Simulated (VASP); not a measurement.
Runs of VASP 6.6.1 on Al2O3. The structure is that of space group P-6m2 (No. 187), or close to it. The cells are those of the table. 

```tsv
cell	gap on the mesh (eV)	pressure (GPa)	largest force (eV/Å)
a = 2.884, b = 2.884, c = 9.617 Å, angles 90.0, 90.0, 120.0°, 5 atoms	4.74	-5.2	0.52
a = 2.884, b = 2.884, c = 9.197 Å, angles 90.0, 90.0, 120.0°, 5 atoms	(b)	-1.4	0.09
a = 2.884, b = 2.884, c = 9.477 Å, angles 90.0, 90.0, 120.0°, 5 atoms	4.75	-4.0	0.33
a = 2.884, b = 2.884, c = 9.337 Å, angles 90.0, 90.0, 120.0°, 5 atoms	4.74	-2.8	0.14
a = 2.884, b = 2.884, c = 9.057 Å, angles 90.0, 90.0, 120.0°, 5 atoms	(a)	(c)	0.28
```

Alike in all rows: task single point; level PBEsol; potentials or basis VASP PAW PBE potentials, release 64 (Al, O); no spin polarisation; k mesh 12 × 12 × 2; cutoff (eV) 520; smearing fermi-dirac 0.02 eV.

Question: Fill in the values left out.

Answer: (a) 4.71; (b) 4.73; (c) 0.2.

Caveats: the PAW data sets were made with another functional, which shifts forces and pressure a little.

A k mesh can miss the band edges.
